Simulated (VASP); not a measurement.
Write the native input for VASP 6.6.1 that does the following.

```
Task                   : single point
Functional             : PBE
Potentials or basis    : VASP PAW PBE potentials, release 64 (Sn_d, Te, O)
Cutoff                 : 520 eV
k mesh                 : 6 × 6 × 12
Occupations            : gaussian, width 0.1 eV
Spin                   : no spin polarisation
Dipole correction      : no
Further INCAR settings : ALGO = Fast; EDIFF = 1e-06; NBANDS = 39
```

The structure of Sn3TeO2 lies in POSCAR:

```
Sn3TeO2
1.0
    6.6349203678      0.0000000000      0.0000000000
   -3.3174601839      5.7460095906      0.0000000000
    0.0000000000      0.0000000000      3.3555838322
Sn Te O
3 1 2
Direct
    0.5000000000      0.5000000000      0.5000000000
    0.5000000000      0.0000000000      0.5000000000
    0.0000000000      0.5000000000      0.5000000000
    0.0000000000      0.0000000000      0.0000000000
    0.6666666667      0.3333333333      0.0000000000
    0.3333333333      0.6666666667      0.0000000000
```

The cell was generated, and may not be a known phase.

These files were run (other wordings do the same):

INCAR

```
SYSTEM = Sn3TeO2
PREC = Accurate
ENCUT = 520
EDIFF = 1E-6
ISMEAR = 0
SIGMA = 0.1
LREAL = .False.
LASPH = .True.
NELM = 100
ALGO = Fast
ISIF = 2
LWAVE = .False.
LCHARG = .False.
GGA = PE
NBANDS = 39
```

KPOINTS

```
Automatic mesh
0
Gamma
  6 6 12
  0 0 0
```

Potentials or basis: VASP PAW PBE potentials, release 64 (Sn_d, Te, O).

Command:

```console
$ cat potpaw_PBE.64/Sn_d/POTCAR potpaw_PBE.64/Te/POTCAR potpaw_PBE.64/O/POTCAR > POTCAR
$ mpirun -np 1 vasp_std > vasp.out
```

It gave:

| Property | Result |
| --- | --- |
| Pressure | 0.0 GPa |
| Band gap on the k mesh | zero (bands 30 and 31 overlap by 2.12 eV) |

Caveat: spin-orbit coupling is left out, which moves the levels of the heavy elements.

Run time: 5.2 min on 1 thread of Oxide Virtual Turin-like Processor, on a shared host, peak memory 0.35 GiB.
